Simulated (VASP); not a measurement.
# GaAs (F-43m) in VASP: notebook, part 2 of 2

VASP 6.6.1. Earlier steps stand in the parts before.

### Step 3. Single point, LDA

This run uses another cell than the first one, of 21.98 Å³/atom.

Contents of INCAR:

```
SYSTEM = GaAs
PREC = Accurate
ENCUT = 500
EDIFF = 1E-6
ISMEAR = 0
SIGMA = 0.01
LREAL = .FALSE.
LASPH = .TRUE.
NELM = 120
ALGO = Normal
ISIF = 2
LWAVE = .FALSE.
LCHARG = .FALSE.
GGA = CA
NBANDS = 16
GGA_COMPAT = .FALSE.
```

Contents of KPOINTS:

```
Automatic mesh
0
G
  12 12 12
  0 0 0
```

Contents of POSCAR:

```
GaAs
1.0
    0.0000000000      2.8014004040      2.8014004040
    2.8014004040      0.0000000000      2.8014004040
    2.8014004040      2.8014004040      0.0000000000
Ga As
1 1
Direct
    0.0000000000      0.0000000000      0.0000000000
    0.2500000000      0.2500000000      0.2500000000
```

Potentials or basis: VASP PAW LDA potentials, release 64 (Ga_d, As).

The run is started by

```sh
> cat potpaw_LDA.64/Ga_d/POTCAR potpaw_LDA.64/As/POTCAR > POTCAR
> mpirun -np 1 vasp_std > vasp.out
```

OUTCAR:

```text
SYSTEM = GaAs
   PREC = Accurate
   ENCUT = 500
   EDIFF = 1E-6
   ISMEAR = 0
   LREAL = .FALSE.
   LASPH = .TRUE.
   NELM = 120
   ISIF = 2
   GGA = CA

 ion  position               nearest neighbor table
   1  0.000  0.000  0.000-   2 2.43   2 2.43   2 2.43   2 2.43
   2  0.250  0.250  0.250-   1 2.43   1 2.43   1 2.43   1 2.43

  LATTYP: Found a face centered cubic cell.
 ALAT       =     5.6028008080

  Lattice vectors:

 A1 = (   0.0000000000,   2.8014004040,   2.8014004040)
 A2 = (   2.8014004040,   0.0000000000,   2.8014004040)
 A3 = (   2.8014004040,   2.8014004040,   0.0000000000)

Analysis of symmetry for initial positions (statically):
=====================================================================
 Subroutine PRICEL returns:
 Original cell was already a primitive cell.

 Routine SETGRP: Setting up the symmetry group for a
 face centered cubic supercell.

 Subroutine GETGRP returns: Found 24 space group operations
 (whereof 24 operations were pure point group operations)
 out of a pool of 48 trial point group operations.

The static configuration has the point symmetry T_d .

Analysis of symmetry for dynamics (positions and initial velocities):
=====================================================================
 Subroutine PRICEL returns:
 Original cell was already a primitive cell.

 Routine SETGRP: Setting up the symmetry group for a
 face centered cubic supercell.

 Subroutine GETGRP returns: Found 24 space group operations
 (whereof 24 operations were pure point group operations)
 out of a pool of 48 trial point group operations.

The dynamic configuration has the point symmetry T_d .

 Subroutine INISYM returns: Found 24 space group operations
 (whereof 24 operations are pure point group operations),
 and found     1 'primitive' translations

----------------------------------------------------------------------------------------

[... 111 lines left out ...]
     AMIX     =   0.40;   BMIX     =  1.00
     AMIX_MAG =   1.60;   BMIX_MAG =  1.00
  volume/ion in A,a.u.               =      21.98       148.36
  Fermi-wavevector in a.u.,A,eV,Ry     =   1.215571  2.297097 20.104157  1.477614
  Thomas-Fermi vector in A             =   2.350954
   LORBIT       =      0    0 simple, 1 ext, 2 COOP (PROOUT), +10 PAW based schemes
   GGA     = CA    functional components
   LHFCALC =     F    Hartree Fock is set to
   AEXX    =    0.0000 exact exchange contribution
   IVDW    =     0    specifies the selected vdW correction
   LEPSILON=     F    determine dielectric tensor
   LRPA    =     F    only Hartree local field effects (RPA)
 non-spin polarized calculation
 Gauss-broadening in eV      SIGMA  =   0.01
  energy-cutoff  :      500.00
  volume of cell :       43.97
 maximum number of plane-waves:      1139
 NGX is ok and might be reduce to    30
   NGX = 15   NGY = 15   NGZ = 15

 number of electron      18.0000013 magnetization

 Free energy of the ion-electron system (eV)
  ---------------------------------------------------
  ext. energy  EPLUGINS =         0.00000000
  ---------------------------------------------------
  free energy    TOTEN  =        -9.64194236 eV

  energy without entropy =       -9.64194236  energy(sigma->0) =       -9.64194236

 E-fermi :   4.1159     XC(G=0): -10.0327

 val. band max:        4.0625891586   @ k =   0.0000   0.0000   0.0000
 cond. band min:       4.6003528105   @ k =   0.0000   0.0000   0.0000
 fundamental gap:      0.5377636519
 Fermi energy:         4.1159478613

 k-point     1 :       0.0000    0.0000    0.0000
  band No.  band energies     occupation
      1     -10.9160      2.00000
      2     -10.9160      2.00000
      3     -10.9160      2.00000
      4     -10.8311      2.00000
      5     -10.8311      2.00000
      6      -8.8995      2.00000
[... 433 lines left out ...]
      3     -10.8872      2.00000
      4     -10.8321      2.00000
      5     -10.8282      2.00000
      6      -6.8540      2.00000
[... 8 lines left out ...]
     15      14.4924      0.00000
     16      15.1682      0.00000

 [... further k-points ...]

------------------------ aborting loop because EDIFF is reached ----------------------------------------

  FORCE on cell =-STRESS in cart. coord.  units (eV):
  Direction    XX          YY          ZZ          XY          YZ          ZX
  --------------------------------------------------------------------------------------
  -------------------------------------------------------------------------------------
  Total        0.0914143      0.0914143      0.0914143     -0.0000000      0.0000000      0.0000000
  in kB        3.3309581      3.3309581      3.3309581     -0.0000000      0.0000000      0.0000000
  external PRESSURE =       3.3309581 kB  Pullay stress =       0.0000000 kB

 VOLUME and BASIS-vectors are now :
 -----------------------------------------------------------------------------
  energy-cutoff  :      500.00
  volume of cell :       43.97
      direct lattice vectors                 reciprocal lattice vectors
     0.000000000  2.801400404  2.801400404    -0.178482162  0.178482162  0.178482162
     2.801400404  0.000000000  2.801400404     0.178482162 -0.178482162  0.178482162
     2.801400404  2.801400404  0.000000000     0.178482162  0.178482162 -0.178482162

 POSITION                                       TOTAL-FORCE (eV/Angst)
 -----------------------------------------------------------------------------------
      0.00000      0.00000      0.00000        -0.000000      0.000000     -0.000000
      1.40070      1.40070      1.40070         0.000000     -0.000000      0.000000
 -----------------------------------------------------------------------------------
    total drift:                               -0.000000     -0.000000     -0.000000

  FREE ENERGIE OF THE ION-ELECTRON SYSTEM (eV)
  ---------------------------------------------------
  free  energy   TOTEN  =        -9.6419423551 eV

  energy  without entropy=       -9.6419423551  energy(sigma->0) =       -9.64194236
```

OSZICAR:

```text
N       E                     dE             d eps       ncg     rms          rms(c)
DAV:   1     0.809610098054E+02    0.80961E+02   -0.87036E+03  2360   0.152E+03
DAV:   2    -0.339614081623E+01   -0.84357E+02   -0.80510E+02  2608   0.305E+02
DAV:   3    -0.977919524970E+01   -0.63831E+01   -0.63616E+01  2880   0.659E+01
DAV:   4    -0.987530089669E+01   -0.96106E-01   -0.96095E-01  2728   0.888E+00
DAV:   5    -0.987674232212E+01   -0.14414E-02   -0.14414E-02  2960   0.972E-01    0.308E+00
DAV:   6    -0.968784266231E+01    0.18890E+00   -0.21774E-01  3568   0.832E+00    0.180E+00
DAV:   7    -0.964515444621E+01    0.42688E-01   -0.65455E-02  3264   0.191E+00    0.524E-01
DAV:   8    -0.964196432239E+01    0.31901E-02   -0.90244E-03  2840   0.104E+00    0.112E-01
DAV:   9    -0.964193241846E+01    0.31904E-04   -0.68116E-04  2880   0.318E-01    0.405E-02
DAV:  10    -0.964193767273E+01   -0.52543E-05   -0.42179E-05  3536   0.708E-02    0.213E-02
DAV:  11    -0.964194249941E+01   -0.48267E-05   -0.70119E-06  2696   0.403E-02    0.278E-03
DAV:  12    -0.964194235508E+01    0.14433E-06   -0.48498E-07  1824   0.109E-02
   1 F= -.96419424E+01 E0= -.96419424E+01  d E =-.422582E-17
```

stdout:

```text
POSCAR found type information on POSCAR GaAs
 POSCAR found :  2 types and       2 ions
 scaLAPACK will be used
 LDA part: xc-table for (Slater(with rela. corr.)+CA(PZ))
 , standard interpolation
 POSCAR, INCAR and KPOINTS ok, starting setup
 FFT: planning ... GRIDC
 FFT: planning ... GRID_SOFT
 FFT: planning ... GRID
 WAVECAR not read
 entering main loop
```

Wall time 40 s (1 thread of AMD EPYC 7R13 (Zen 3), shared host); peak memory 0.15 GiB.

Results:

```
Free energy            : -9.6419 eV
Pressure               : 0.3 GPa
Band gap on the k mesh : 0.54 eV
```

Levels at points of the mesh, in eV from the valence-band top:
```
           k point  band 7  band 8  band 9  band 10  band 11  band 12
(0.00, 0.00, 0.00)    0.00    0.00    0.00     0.54     3.68     3.68
(0.50, 0.00, 0.00)   -6.84   -1.19   -1.19     0.94     4.59     4.59
(0.50, 0.50, 0.00)   -7.00   -2.79   -2.79     1.29     1.54    10.26
```

A k mesh can miss the band edges.

### Step 4. Single point, LDA

This run uses another cell than the first one, of 21.98 Å³/atom.

Contents of INCAR:

```
SYSTEM = GaAs
PREC = Accurate
ENCUT = 500
EDIFF = 1E-6
ISMEAR = 0
SIGMA = 0.02
LREAL = .FALSE.
LASPH = .TRUE.
NELM = 120
ALGO = Normal
ISIF = 2
LWAVE = .FALSE.
LCHARG = .TRUE.
LELF = .TRUE.
LVHAR = .TRUE.
NBANDS = 16
GGA_COMPAT = .FALSE.
```

Contents of KPOINTS:

```
regular mesh
0
G
  12 12 12
  0 0 0
```

POSCAR is that of step 3.

Potentials or basis: VASP PAW LDA potentials, release 64 (Ga_d, As).

The run is started by

```sh
> cat potpaw_LDA.64/Ga_d/POTCAR potpaw_LDA.64/As/POTCAR > POTCAR
> mpirun -np 1 vasp_std > vasp.out
```

OUTCAR:

```text
SYSTEM = GaAs
   PREC = Accurate
   ENCUT = 500
   EDIFF = 1E-6
   ISMEAR = 0
   LREAL = .FALSE.
   LASPH = .TRUE.
   NELM = 120
   ISIF = 2

 ion  position               nearest neighbor table
   1  0.000  0.000  0.000-   2 2.43   2 2.43   2 2.43   2 2.43
   2  0.250  0.250  0.250-   1 2.43   1 2.43   1 2.43   1 2.43

  LATTYP: Found a face centered cubic cell.
 ALAT       =     5.6028008080

  Lattice vectors:

 A1 = (   0.0000000000,   2.8014004040,   2.8014004040)
 A2 = (   2.8014004040,   0.0000000000,   2.8014004040)
 A3 = (   2.8014004040,   2.8014004040,   0.0000000000)

[... 641 lines left out ...]

  FORCE on cell =-STRESS in cart. coord.  units (eV):
  Direction    XX          YY          ZZ          XY          YZ          ZX
  --------------------------------------------------------------------------------------
  -------------------------------------------------------------------------------------
  Total        0.0914143      0.0914143      0.0914143     -0.0000000      0.0000000     -0.0000000
  in kB        3.3309577      3.3309577      3.3309577     -0.0000000      0.0000000     -0.0000000
  external PRESSURE =       3.3309577 kB  Pullay stress =       0.0000000 kB

 VOLUME and BASIS-vectors are now :
 -----------------------------------------------------------------------------
  energy-cutoff  :      500.00
  volume of cell :       43.97
      direct lattice vectors                 reciprocal lattice vectors
     0.000000000  2.801400404  2.801400404    -0.178482162  0.178482162  0.178482162
     2.801400404  0.000000000  2.801400404     0.178482162 -0.178482162  0.178482162
     2.801400404  2.801400404  0.000000000     0.178482162  0.178482162 -0.178482162

 POSITION                                       TOTAL-FORCE (eV/Angst)
 -----------------------------------------------------------------------------------
      0.00000      0.00000      0.00000        -0.000000     -0.000000     -0.000000
      1.40070      1.40070      1.40070         0.000000      0.000000      0.000000
 -----------------------------------------------------------------------------------
    total drift:                               -0.000000     -0.000000     -0.000000

  FREE ENERGIE OF THE ION-ELECTRON SYSTEM (eV)
  ---------------------------------------------------
  free  energy   TOTEN  =        -9.6419423551 eV

  energy  without entropy=       -9.6419423551  energy(sigma->0) =       -9.64194236
```

It took 44 s on 1 thread of AMD EPYC 7R13 (Zen 3), shared host; peak memory 0.15 GiB.

What came out:

| Property | Result |
| --- | --- |
| Free energy | -9.6419 eV |
| Pressure | 0.3 GPa |
| Band gap on the k mesh | 0.54 eV |

Levels at points of the mesh, in eV from the valence-band top:
```csv
k point,band 6,band 7,band 8,band 9,band 10,band 11,band 12,band 13
"(0.00, 0.00, 0.00)",-12.96,0.00,0.00,0.00,0.54,3.68,3.68,3.68
"(0.50, 0.00, 0.00)",-11.11,-6.84,-1.19,-1.19,0.94,4.59,4.59,7.59
"(0.50, 0.50, 0.00)",-10.34,-7.00,-2.79,-2.79,1.29,1.54,10.26,10.26
```

### Step 5. Relaxation of cell and atoms, LDA

Contents of INCAR:

```
PREC = Accurate
ENCUT = 500
EDIFF = 1E-7
ISMEAR = 0
SIGMA = 0.01
LREAL = F
LASPH = T
NELM = 120
ALGO = Normal
ISIF = 3
LWAVE = F
LCHARG = F
IBRION = 2
NSW = 100
EDIFFG = -0.002
GGA_COMPAT = F
NELMIN = 4
```

Contents of KPOINTS:

```
Automatic mesh
0
Gamma
  12 12 12
```

Contents of POSCAR:

```
GaAs
1.0
    0.0000000000      2.8265000000      2.8265000000
    2.8265000000      0.0000000000      2.8265000000
    2.8265000000      2.8265000000      0.0000000000
Ga As
1 1
Direct
    0.0000000000      0.0000000000      0.0000000000
    0.2500000000      0.2500000000      0.2500000000
```

The run is started by

```sh
> cat potpaw_LDA.64/Ga_d/POTCAR potpaw_LDA.64/As/POTCAR > POTCAR
> mpirun -np 1 vasp_std > vasp.out
```

It took 88 s on 1 thread of AMD EPYC 7R13 (Zen 3), shared host; peak memory 0.16 GiB.

The run converged. Its results:

```yaml
Free_energy: -9.6422 eV
Relaxed_volume: 22.08 Å³/atom
Relaxed_cell: a = 3.968 Å, b = 3.968 Å, c = 3.968 Å, α = 60.00°, β = 60.00°, γ = 60.00°
Space_group_after_relaxing_to_0.1_Å: F-43m (No. 216)
Energy_gained_by_relaxing: 2.5 meV/atom
Ionic_steps: 3
Pressure_after_relaxing: 0.0 GPa
Band_gap_on_the_k_mesh: 0.50 eV
```

The path:
```
step  energy change (eV)  largest force (eV/Å)  pressure (GPa)  volume (Å³)
   1              0.0000                0.0000           -1.57        45.16
   2             -0.0040                0.0000            0.75        43.73
   3             -0.0050                0.0000            0.01        44.17
```

Final structure:
```
Ga As
1.0
     0.00000    2.80559    2.80559
     2.80559    0.00000    2.80559
     2.80559    2.80559    0.00000
Ga As
1 1
Direct
  0.00000 0.00000 0.00000
  0.25000 0.25000 0.25000
```

Levels at points of the mesh, in eV from the valence-band top:
```
           k point  band 7  band 8  band 9  band 10  band 11  band 12
(0.00, 0.00, 0.00)    0.00    0.00    0.00     0.50     3.68     3.68
(0.50, 0.00, 0.00)   -6.82   -1.18   -1.18     0.93     4.59     4.59
(0.50, 0.50, 0.00)   -6.98   -2.77   -2.77     1.30     1.54    10.22
```

A k mesh can miss the band edges.

### Step 6. Overview

| task | cell | k mesh | smearing | gap on the mesh (eV) | pressure (GPa) |
| --- | --- | --- | --- | --- | --- |
| single point | a = 3.997 Å, angles 60.0°, 2 atoms | 6 × 6 × 6 | gaussian 0.1 eV | 0.33 | -1.6 |
| single point | a = 3.962 Å, angles 60.0°, 2 atoms | 12 × 12 × 12 | gaussian 0.01 eV | 0.54 | 0.3 |
| single point | a = 3.962 Å, angles 60.0°, 2 atoms | 12 × 12 × 12 | gaussian 0.02 eV | 0.54 | 0.3 |
| relaxation of cell and atoms | relaxed from a = 3.997 Å, angles 60.0°, 2 atoms | 12 × 12 × 12 | gaussian 0.01 eV | 0.50 | 0.0 |

Alike in all rows: level LDA; potentials or basis VASP PAW LDA potentials, release 64 (Ga_d, As); no spin polarisation; cutoff (eV) 500.

Total energies depend on the potentials used, so only differences within one code and one set of settings carry meaning.
